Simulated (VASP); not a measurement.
# Re (Pm-3n) in VASP: a series of runs

The runs below take Re through single point, relaxation of cell and atoms, with revPBE.

All numbers are computed with VASP 6.6.1; they aren't measurements. Logs are shortened: lines on timing, memory, paths and dates and some standing lists are left out, and cuts for length are marked.

### 1 The cell of the first run

The structure is cubic, space group Pm-3n (No. 223). The conventional cell has a = 4.965 Å, b = 4.965 Å, c = 4.965 Å, α = 90.00°, β = 90.00°, γ = 90.00°. Within 3.7 Å of Re (site symmetry m-3) lie 12 Re at 2.78 Å. Within 3.3 Å of Re (site symmetry -4m2) lie 14 Re at 2.48 to 3.04 Å.

### 2 Single point, revPBE

The input, INCAR:

```
PREC = Accurate ; ENCUT = 520
EDIFF = 1E-6 ; ISMEAR = -1
SIGMA = 0.1 ; LREAL = F
LASPH = T ; NELM = 100
ALGO = Normal ; ISIF = 2
LWAVE = F ; LCHARG = F
GGA = RE ; NBANDS = 38
```

The input, KPOINTS:

```
regular mesh
0
Gamma
  5 5 5
```

The input, POSCAR:

```
Re
1.0
    4.9654881180      0.0000000000      0.0000000000
    0.0000000000      4.9654881180      0.0000000000
    0.0000000000      0.0000000000      4.9654881180
Re
8
Direct
    1.0000000000      1.0000000000      0.0000000000
    0.5000000000      0.5000000000      0.5000000000
    0.2500000000      1.0000000000      0.5000000000
    0.7500000000      0.0000000000      0.5000000000
    0.5000000000      0.2500000000      1.0000000000
    0.5000000000      0.7500000000      1.0000000000
    1.0000000000      0.5000000000      0.2500000000
    1.0000000000      0.5000000000      0.7500000000
```

Potentials or basis: VASP PAW PBE potentials, release 64 (Re).

The run is started by

```
$ cat potpaw_PBE.64/Re/POTCAR > POTCAR
$ mpirun -np 1 vasp_std > vasp.out
```

OUTCAR:

```text
PREC = Accurate
   ENCUT = 520
   EDIFF = 1E-6
   ISMEAR = -1
   LREAL = F
   LASPH = T
   NELM = 100
   ISIF = 2
   GGA = RE

 ion  position               nearest neighbor table
   1  0.000  0.000  0.000-   3 2.78   4 2.78   5 2.78   6 2.78   7 2.78   8 2.78   3 2.78   4 2.78
                             7 2.78   8 2.78   5 2.78   6 2.78
   2  0.500  0.500  0.500-   3 2.78   4 2.78   5 2.78   6 2.78   7 2.78   8 2.78   5 2.78   6 2.78
                             3 2.78   4 2.78   7 2.78   8 2.78
   3  0.250  0.000  0.500-   4 2.48   4 2.48   1 2.78   1 2.78   2 2.78   2 2.78   8 3.04   5 3.04
                             5 3.04   6 3.04   6 3.04   7 3.04   8 3.04   7 3.04
   4  0.750  0.000  0.500-   3 2.48   3 2.48   1 2.78   1 2.78   2 2.78   2 2.78   8 3.04   5 3.04
                             5 3.04   6 3.04   6 3.04   7 3.04   8 3.04   7 3.04
   5  0.500  0.250  0.000-   6 2.48   6 2.48   1 2.78   2 2.78   2 2.78   1 2.78   8 3.04   4 3.04
                             3 3.04   4 3.04   3 3.04   7 3.04   7 3.04   8 3.04
   6  0.500  0.750  0.000-   5 2.48   5 2.48   1 2.78   2 2.78   2 2.78   1 2.78   8 3.04   4 3.04
                             3 3.04   4 3.04   3 3.04   7 3.04   7 3.04   8 3.04
   7  0.000  0.500  0.250-   8 2.48   8 2.48   1 2.78   2 2.78   1 2.78   2 2.78   3 3.04   4 3.04
                             5 3.04   3 3.04   4 3.04   6 3.04   5 3.04   6 3.04
   8  0.000  0.500  0.750-   7 2.48   7 2.48   1 2.78   2 2.78   1 2.78   2 2.78   3 3.04   4 3.04
                             5 3.04   3 3.04   4 3.04   6 3.04   5 3.04   6 3.04

  LATTYP: Found a simple cubic cell.
 ALAT       =     4.9654881180

  Lattice vectors:

 A1 = (   4.9654881180,   0.0000000000,   0.0000000000)
 A2 = (   0.0000000000,   4.9654881180,   0.0000000000)
 A3 = (   0.0000000000,   0.0000000000,   4.9654881180)

Analysis of symmetry for initial positions (statically):
=====================================================================
 Subroutine PRICEL returns:
 Original cell was already a primitive cell.

 Routine SETGRP: Setting up the symmetry group for a
 simple cubic supercell.

 Subroutine GETGRP returns: Found 48 space group operations
 (whereof 24 operations were pure point group operations)
 out of a pool of 48 trial point group operations.

The static configuration has the point symmetry T_h .
 The point group associated with its full space group is O_h .

Analysis of symmetry for dynamics (positions and initial velocities):
=====================================================================
 Subroutine PRICEL returns:
 Original cell was already a primitive cell.

 Routine SETGRP: Setting up the symmetry group for a
 simple cubic supercell.

 Subroutine GETGRP returns: Found 48 space group operations
 (whereof 24 operations were pure point group operations)
 out of a pool of 48 trial point group operations.

The dynamic configuration has the point symmetry T_h .
 The point group associated with its full space group is O_h .

 Subroutine INISYM returns: Found 48 space group operations
 (whereof 24 operations are pure point group operations),
 and found     1 'primitive' translations

----------------------------------------------------------------------------------------

                                     Primitive cell

  volume of cell :     122.4294

  direct lattice vectors                    reciprocal lattice vectors
     4.965488118  0.000000000  0.000000000     0.201390070  0.000000000  0.000000000
     0.000000000  4.965488118  0.000000000     0.000000000  0.201390070  0.000000000
     0.000000000  0.000000000  4.965488118     0.000000000  0.000000000  0.201390070

  length of vectors
     4.965488118  4.965488118  4.965488118     0.201390070  0.201390070  0.201390070

  position of ions in fractional coordinates (direct lattice)
     0.000000000  0.000000000  0.000000000
     0.500000000  0.500000000  0.500000000
     0.250000000  0.000000000  0.500000000
     0.750000000  0.000000000  0.500000000
     0.500000000  0.250000000  0.000000000
     0.500000000  0.750000000  0.000000000
     0.000000000  0.500000000  0.250000000
     0.000000000  0.500000000  0.750000000

  ion indices of the primitive-cell ions
   primitive index   ion index
                 1           1
                 2           2
                 3           3
                 4           4
                 5           5
                 6           6
                 7           7
                 8           8

----------------------------------------------------------------------------------------

 KPOINTS: regular mesh

Automatic generation of k-mesh.
 Grid dimensions read from file:
 generate k-points for:    5    5    5

 Generating k-lattice:

  Cartesian coordinates                     Fractional coordinates (reciprocal lattice)
     0.040278014  0.000000000  0.000000000     0.200000000  0.000000000  0.000000000
     0.000000000  0.040278014  0.000000000     0.000000000  0.200000000  0.000000000
     0.000000000  0.000000000  0.040278014     0.000000000  0.000000000  0.200000000

  Length of vectors
     0.040278014  0.040278014  0.040278014

  Shift w.r.t. Gamma in fractional coordinates (k-lattice)
     0.000000000  0.000000000  0.000000000

 Subroutine IBZKPT returns following result:
 ===========================================

 Found     10 irreducible k-points:

 Following reciprocal coordinates:
            Coordinates               Weight
  0.000000  0.000000  0.000000      1.000000
  0.200000  0.000000  0.000000      6.000000
  0.400000  0.000000  0.000000      6.000000
  0.200000  0.200000  0.000000     12.000000
  0.400000  0.200000  0.000000     24.000000
  0.400000  0.400000  0.000000     12.000000
  0.200000  0.200000  0.200000      8.000000
  0.400000  0.200000  0.200000     24.000000
  0.400000  0.400000  0.200000     24.000000
  0.400000  0.400000  0.400000      8.000000
   k-points           NKPTS =     10   k-points in BZ     NKDIM =     10   number of bands    NBANDS=     38
   number of dos      NEDOS =    301   number of ions     NIONS =      8
   total plane-waves  NPLWV =  64000
   dimension x,y,z NGX =    40 NGY =   40 NGZ =   40
   dimension x,y,z NGXF=    80 NGYF=   80 NGZF=   80
   ions per type =               8
   NGX,Y,Z   is equivalent  to a cutoff of  13.39, 13.39, 13.39 a.u.
   NGXF,Y,Z  is equivalent  to a cutoff of  26.78, 26.78, 26.78 a.u.
 SYSTEM =  unknown system
   PREC   = accura    normal or accurate (medium, high low for compatibility)
   ISTART =      0    job   : 0-new  1-cont  2-samecut
   ICHARG =      2    charge: 1-file 2-atom 10-const
   ISPIN  =      1    spin polarized calculation?
   LNONCOLLINEAR =      F non collinear calculations
   LSORBIT =      F    spin-orbit coupling
   LASPH  =      T    aspherical Exc in radial PAW
   ENCUT  =  520.0 eV  38.22 Ry    6.18 a.u.   9.23  9.23  9.23*2*pi/ulx,y,z
   NELM   =    100;   NELMIN=  2; NELMDL= -5     # of ELM steps
   EDIFF  = 0.1E-05   stopping-criterion for ELM
   LREAL  =      F    real-space projection
   EDIFFG = 0.1E-04   stopping-criterion for IOM
   NSW    =      0    number of steps for IOM
   IBRION =     -1    ionic relax: 0-MD 1-quasi-New 2-CG
   NFREE  =      0    steps in history (QN), initial steepest desc. (CG)
   ISIF   =      2    stress and relaxation
   ISYM   =      2    0-nonsym 1-usesym 2-fastsym
   POTIM  = 0.5000    time-step for ionic-motion
   TEBEG  =    0.0;   TEEND  =   0.0 temperature during run
   PSTRESS=    0.0 pullay stress
   NELECT =      56.0000    total number of electrons
   NUPDOWN=      -1.0000    fix difference up-down
   EMIN   =  10.00;   EMAX   =-10.00  energy-range for DOS
   EFERMI =   0.00;   METHOD = LEGACY
   ISMEAR =    -1;   SIGMA  =   0.10  broadening in eV -4-tet -1-fermi 0-gaus
   EFERMI_NEDOS =   21; number of points for ismear=-14 and -15
   IALGO  =     38    algorithm
   IMIX   =      4    mixing-type and parameters
     AMIX     =   0.40;   BMIX     =  1.00
     AMIX_MAG =   1.60;   BMIX_MAG =  1.00
  volume/ion in A,a.u.               =      15.30       103.27
  Fermi-wavevector in a.u.,A,eV,Ry     =   1.261369  2.383642 21.647581  1.591052
  Thomas-Fermi vector in A             =   2.394832
   LORBIT       =      0    0 simple, 1 ext, 2 COOP (PROOUT), +10 PAW based schemes
   GGA     = RE    functional components
   LHFCALC =     F    Hartree Fock is set to
   AEXX    =    0.0000 exact exchange contribution
   IVDW    =     0    specifies the selected vdW correction
   LEPSILON=     F    determine dielectric tensor
   LRPA    =     F    only Hartree local field effects (RPA)
 non-spin polarized calculation
  energy-cutoff  :      520.00
  volume of cell :      122.43
 maximum number of plane-waves:      3321
 NGX is ok and might be reduce to    40
   NGX = 19   NGY = 19   NGZ = 19

 number of electron      56.0000008 magnetization

 Free energy of the ion-electron system (eV)
  ---------------------------------------------------
  ext. energy  EPLUGINS =         0.00000000
  ---------------------------------------------------
  free energy    TOTEN  =       -94.27644014 eV

  energy without entropy =      -93.98111759  energy(sigma->0) =      -94.12877887

 E-fermi :   8.1424     XC(G=0): -13.4800

 val. band max:        8.1308557995   @ k =   0.4000   0.2000   0.2000
 cond. band min:       8.1430131013   @ k =   0.4000   0.0000   0.0000
 fundamental gap:      0.0121573018
 Fermi energy:         8.1424206679

 k-point     1 :       0.0000    0.0000    0.0000
  band No.  band energies     occupation
      1      -2.1080      2.00000
      2       1.1605      2.00000
      3       1.1605      2.00000
      4       2.2555      2.00000
      5       2.6169      2.00000
      6       2.6169      2.00000
[... 30 lines left out ...]
     37      10.5756      0.00000
     38      10.5856      0.00000
[... 367 lines left out ...]
     37      10.2052      0.00000
     38      10.2194      0.00000

------------------------ aborting loop because EDIFF is reached ----------------------------------------

  FORCE on cell =-STRESS in cart. coord.  units (eV):
  Direction    XX          YY          ZZ          XY          YZ          ZX
  --------------------------------------------------------------------------------------
  -------------------------------------------------------------------------------------
  Total       -0.6698020     -0.6698020     -0.6698020      0.0000000      0.0000000      0.0000000
  in kB       -8.7653886     -8.7653886     -8.7653886      0.0000000      0.0000000      0.0000000
  external PRESSURE =      -8.7653886 kB  Pullay stress =       0.0000000 kB

 VOLUME and BASIS-vectors are now :
 -----------------------------------------------------------------------------
  energy-cutoff  :      520.00
  volume of cell :      122.43
      direct lattice vectors                 reciprocal lattice vectors
     4.965488118  0.000000000  0.000000000     0.201390070  0.000000000  0.000000000
     0.000000000  4.965488118  0.000000000     0.000000000  0.201390070  0.000000000
     0.000000000  0.000000000  4.965488118     0.000000000  0.000000000  0.201390070

 POSITION                                       TOTAL-FORCE (eV/Angst)
 -----------------------------------------------------------------------------------
      0.00000      0.00000      0.00000        -0.000000      0.000000     -0.000000
      2.48274      2.48274      2.48274        -0.000000      0.000000     -0.000000
      1.24137      0.00000      2.48274        -0.000000      0.000000      0.000000
      3.72412      0.00000      2.48274         0.000000     -0.000000     -0.000000
      2.48274      1.24137      0.00000        -0.000000     -0.000000      0.000000
      2.48274      3.72412      0.00000         0.000000      0.000000     -0.000000
      0.00000      2.48274      1.24137         0.000000     -0.000000      0.000000
      0.00000      2.48274      3.72412        -0.000000      0.000000     -0.000000
 -----------------------------------------------------------------------------------
    total drift:                               -0.000000     -0.000000     -0.000000

  FREE ENERGIE OF THE ION-ELECTRON SYSTEM (eV)
  ---------------------------------------------------
  free  energy   TOTEN  =       -94.2764401397 eV

  energy  without entropy=      -93.9811175941  energy(sigma->0) =      -94.12877887
```

Wall time 60 s (1 thread of Intel Xeon Platinum 8488C (Sapphire Rapids), shared host); peak memory 0.24 GiB.

Results:

| Item | Value |
| --- | --- |
| Free energy | -94.2764 eV |
| Pressure | -0.9 GPa |
| Band gap on the k mesh | zero (band 28 reaches 8.57 eV, above the bottom of band 29 at 8.09 eV) |

Caveat: the PAW data sets were made with another functional, which shifts forces and pressure a little; spin-orbit coupling is left out, which moves the levels of the heavy elements.

### 3 Single point, revPBE

The input, INCAR:

```
SYSTEM = Re
  PREC = Accurate
  ENCUT = 520
  EDIFF = 1E-7
  ISMEAR = -1
  SIGMA = 0.1
  LREAL = .FALSE.
  LASPH = .TRUE.
  NELM = 60
  ALGO = Normal
  ISIF = 2
  LWAVE = .FALSE.
  LCHARG = .FALSE.
  GGA = RE
  NBANDS = 38
```

The input, KPOINTS:

```
regular mesh
0
G
  7 7 7
  0 0 0
```

POSCAR is that of step 2.

Potentials or basis: VASP PAW PBE potentials, release 64 (Re).

The run is started by

```
$ cat potpaw_PBE.64/Re/POTCAR > POTCAR
$ mpirun -np 1 vasp_std > vasp.out
```

Run time: 1.7 min. Hardware: 1 thread of Intel Xeon Platinum 8488C (Sapphire Rapids), shared host; peak memory 0.28 GiB.

Results (log left out):

| Property | Result |
| --- | --- |
| Free energy | -94.3163 eV |
| Pressure | -0.8 GPa |
| Band gap on the k mesh | zero (band 28 reaches 8.38 eV, above the bottom of band 29 at 8.06 eV) |

Levels at points of the mesh, in eV from the Fermi level:
```
           k point  band 24  band 25  band 26  band 27  band 28  band 29  band 30  band 31  band 32  band 33
(0.00, 0.00, 0.00)    -1.74    -1.74     0.16     0.16     0.16     0.21     0.21     0.21     0.51     0.51
```

Caveat: the PAW data sets were made with another functional, which shifts forces and pressure a little; spin-orbit coupling is left out, which moves the levels of the heavy elements.

### 4 Relaxation of cell and atoms, revPBE

This run uses another cell than the first one, of 14.71 Å³/atom, 0.961 times its volume.

The input, INCAR:

```
SYSTEM = Re
PREC = Accurate
ENCUT = 600
EDIFF = 1E-6
ISMEAR = -1
SIGMA = 0.1
LREAL = .FALSE.
LASPH = .TRUE.
NELM = 60
ALGO = Normal
ISIF = 3
LWAVE = .FALSE.
LCHARG = .FALSE.
GGA = RE
IBRION = 2
NSW = 80
EDIFFG = -0.01
```

The input, KPOINTS:

```
regular mesh
0
G
  5 5 5
  0 0 0
```

The input, POSCAR:

```
Re
1.0
    4.9008704344      0.0000000000      0.0000000000
    0.0000000000      4.9008704344      0.0000000000
    0.0000000000      0.0000000000      4.9008704344
Re
8
Direct
    0.0000000000      0.0000000000      0.0000000000
    0.5000000000      0.5000000000      0.5000000000
    0.2500000000      0.0000000000      0.5000000000
    0.7500000000      0.0000000000      0.5000000000
    0.5000000000      0.2500000000      0.0000000000
    0.5000000000      0.7500000000      0.0000000000
    0.0000000000      0.5000000000      0.2500000000
    0.0000000000      0.5000000000      0.7500000000
```

The run is started by

```
$ cat potpaw_PBE.64/Re/POTCAR > POTCAR
$ mpirun -np 1 vasp_std > vasp.out
```

It took 2.8 min on 1 thread of Intel Xeon Platinum 8488C (Sapphire Rapids), shared host; peak memory 0.26 GiB.

The run converged. Its results:

- Free energy: -94.2833 eV
- Relaxed volume: 15.27 Å³/atom
- Relaxed cell: a = 4.962 Å, b = 4.962 Å, c = 4.962 Å, α = 90.00°, β = 90.00°, γ = 90.00°
- Space group after relaxing (to 0.05 Å): Pm-3n (No. 223)
- Energy gained by relaxing: 23.6 meV/atom
- Ionic steps: 4
- Pressure after relaxing: -0.1 GPa
- Band gap on the k mesh: zero (band 28 reaches 8.60 eV, above the bottom of band 29 at 8.12 eV)

Step by step:
```csv
step,energy change (eV),largest force (eV/Å),pressure (GPa),volume (Å³)
1,0.0000,0.0000,14.12,117.71
2,2.2899,0.0000,-36.22,141.22
3,-0.1877,0.0000,-0.85,122.45
4,-0.1886,0.0000,-0.07,122.17
```

Final structure:
```
Re
1.0
     4.96195    0.00000    0.00000
     0.00000    4.96195    0.00000
     0.00000    0.00000    4.96195
Re
8
Direct
  0.00000 0.00000 0.00000
  0.50000 0.50000 0.50000
  0.25000 0.00000 0.50000
  0.75000 0.00000 0.50000
  0.50000 0.25000 0.00000
  0.50000 0.75000 0.00000
  0.00000 0.50000 0.25000
  0.00000 0.50000 0.75000
```

Levels at points of the mesh, in eV from the Fermi level:
| k point | band 26 | band 27 | band 28 | band 29 | band 30 | band 31 |
| --- | --- | --- | --- | --- | --- | --- |
| (0.00, 0.00, 0.00) | 0.16 | 0.16 | 0.16 | 0.21 | 0.21 | 0.21 |

Caveat: the PAW data sets were made with another functional, which shifts forces and pressure a little; spin-orbit coupling is left out, which moves the levels of the heavy elements.

### 5 Overview

```tsv
task	cell	k mesh	cutoff (eV)	gap on the mesh (eV)	pressure (GPa)
single point	a = 4.965 Å, 8 atoms	5 × 5 × 5	520	none	-0.9
single point	a = 4.965 Å, 8 atoms	7 × 7 × 7	520	none	-0.8
relaxation of cell and atoms	relaxed from a = 4.901 Å, 8 atoms	5 × 5 × 5	600	none	-0.1
```

Alike in all rows: level revPBE; potentials or basis VASP PAW PBE potentials, release 64 (Re); no spin polarisation; smearing fermi-dirac 0.1 eV.

Caveats: the PAW data sets were made with another functional, which shifts forces and pressure a little; spin-orbit coupling is left out, which moves the levels of the heavy elements.

Absolute energies hang on the potentials; compare differences alone.
